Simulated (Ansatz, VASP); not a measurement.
One calculation of InSb3, two programs

File INCAR:

```
  ALGO = Normal
  EDIFF = 1E-6
  ENCUT = 520
  GGA = PE
  ISIF = 2
  ISMEAR = 0
  LASPH = T
  LCHARG = F
  LREAL = F
  LWAVE = F
  NBANDS = 22
  NELM = 80
  PREC = Accurate
  SIGMA = 0.15
```

KPOINTS

```
k-points
0
Gamma
  8 8 8
```

The input POSCAR:

```
InSb3
1.0
    4.9101399550      0.1684851945      0.1684851945
    0.1684851945      4.9101399550      0.1684851945
    0.1684851945      0.1684851945      4.9101399550
In Sb
1 3
Direct
    0.0000000000      0.0000000000      0.0000000000
    0.5000000000      0.0000000000      0.5000000000
    0.0000000000      0.5000000000      0.5000000000
    0.5000000000      0.5000000000      0.0000000000
```

Input for Ansatz:

```yaml
crystal:
  lattice:
    - [4.910139955, 0.1684851945, 0.1684851945]
    - [0.1684851945, 4.910139955, 0.1684851945]
    - [0.1684851945, 0.1684851945, 4.910139955]
  atoms:
    - { symbol: In, position: [0.0, 0.0, 0.0] }
    - { symbol: Sb, position: [0.5, 0.0, 0.5] }
    - { symbol: Sb, position: [0.0, 0.5, 0.5] }
    - { symbol: Sb, position: [0.5, 0.5, 0.0] }
basis:
  ecutwfc: 420
kpoints:
  mp_grid: { grid: [8, 8, 8] }
hamiltonian:
  xc: pbe
  pseudopotentials: { kind: paw, azcp: { folder: soft_1 } }
scf:
  occupations: { method: gaussian, width: 0.15 }
output:
  forces: true
  stress: true
  eigenvalues: true
```

Change from the starting cell: equal engineering shear yz, xz and xy +0.0700, equal normal strain along x, y and z +0.0200.

Alike in both runs: task single point; functional PBE; k mesh 8 × 8 × 8; occupations gaussian, width 0.15 eV; no spin polarisation.

|  | VASP | Ansatz |
| --- | --- | --- |
| version | VASP 6.6.1 | Ansatz 0.2.0 |
| potentials or method | VASP PAW PBE potentials, release 64 (In_d, Sb), cutoff 520 eV | scalar-relativistic, plane waves, PAW |
| valence electrons in the cell | 28 | 58 |

|  | VASP | Ansatz | Ansatz less VASP |
| --- | --- | --- | --- |
| gap on the k mesh at the Fermi level (eV) | none | none | - |
| pressure (GPa) | -2.1 | -2.1 | +0.08 |
| traceless stress, the component that is largest in VASP (GPa) | -0.80 | -0.80 | -0.003 |

A gap of «none» marks a metal or a gap that the smearing closes. VASP's potentials hold 28 valence electrons a cell and Ansatz's 58, so a difference there can come from the potentials and not from the codes.

Spin-orbit coupling is off throughout.
